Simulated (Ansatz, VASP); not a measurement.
**Nb in VASP and in Ansatz**

```
CELL_PARAMETERS angstrom
0.00000 2.08642 2.08642
2.08642 0.00000 2.08642
2.08642 2.08642 0.00000
ATOMIC_POSITIONS crystal
Nb 0.00000 0.00000 0.00000
```

Change from the starting cell: volume scaled by 0.96, crystal datasets.

Alike in both runs: task electric field gradients; functional LDA; k mesh 13 × 13 × 13; occupations fermi-dirac, width 0.03 eV; no spin polarisation.

```csv
,VASP,Ansatz
version,VASP 6.6.1,Ansatz 0.2.0
potentials or method,"VASP PAW LDA potentials, release 64 (Nb_sv), cutoff 520 eV","all-electron PAW with datasets made for the crystal, scalar-relativistic"
```

```csv
,VASP,Ansatz,Ansatz less VASP
pressure (GPa),-4.0,-3.8,+0.11
```

LDA's correlation is that of Perdew and Zunger in VASP and of Perdew and Wang (1992) in Ansatz. Ansatz ran all-electron here, and VASP with PAW potentials.
